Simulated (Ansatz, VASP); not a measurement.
**Be in VASP and in Ansatz**

Contents of INCAR:

```
PREC = Accurate ; ENCUT = 520
EDIFF = 1E-6 ; ISMEAR = -1
SIGMA = 0.1 ; LREAL = F
LASPH = T ; NELM = 100
ALGO = Normal ; ISIF = 2
LWAVE = F ; LCHARG = T
GGA = PE ; LELF = T
LVHAR = T ; NBANDS = 12
```

File KPOINTS:

```
regular mesh
0
Gamma
  6 6 10
```

Contents of POSCAR:

```
Be
1.0
    3.7216668396      0.0000000000      0.0000000000
    0.0000000000      3.7216668396      0.0000000000
    0.0000000000      0.0000000000      2.2659689346
Be
4
Direct
    0.2974080000      0.2974080000      0.0000000000
    0.7025920000      0.7025920000      0.0000000000
    0.2025920000      0.7974080000      0.5000000000
    0.7974080000      0.2025920000      0.5000000000
```

Input for Ansatz:

```yaml
crystal:
  lattice:
    - [3.7216668396168813, 0.0, 0.0]
    - [0.0, 3.7216668396168813, 0.0]
    - [0.0, 0.0, 2.265968934641858]
  atoms:
    - { symbol: Be, position: [0.297408, 0.297408, 0.0] }
    - { symbol: Be, position: [0.702592, 0.702592, 0.0] }
    - { symbol: Be, position: [0.202592, 0.797408, 0.5] }
    - { symbol: Be, position: [0.797408, 0.202592, 0.5] }
basis:
  ecutwfc: 500.0
kpoints:
  mp_grid:
    grid: [6, 6, 10]
hamiltonian:
  xc: pbe
scf:
  occupations:
    method: fermi_dirac
    width: 0.1
output:
  stress: true
```

Alike in both runs: task single point; functional PBE; k mesh 6 × 6 × 10; occupations fermi-dirac, width 0.1 eV; no spin polarisation.

|  | VASP | Ansatz |
| --- | --- | --- |
| version | VASP 6.6.1 | Ansatz 0.2.0 |
| potentials or method | VASP PAW PBE potentials, release 64 (Be), cutoff 520 eV | plane waves, PAW |
| valence electrons in the cell | 8 | 8 |

Ansatz gave:

* pressure (GPa): 2.6
* traceless stress, the component that is largest in VASP (GPa): 1.37

Q: Estimate VASP's values.

A: Pressure (GPa): 2.7; traceless stress, the component that is largest in VASP (GPa): 1.37.
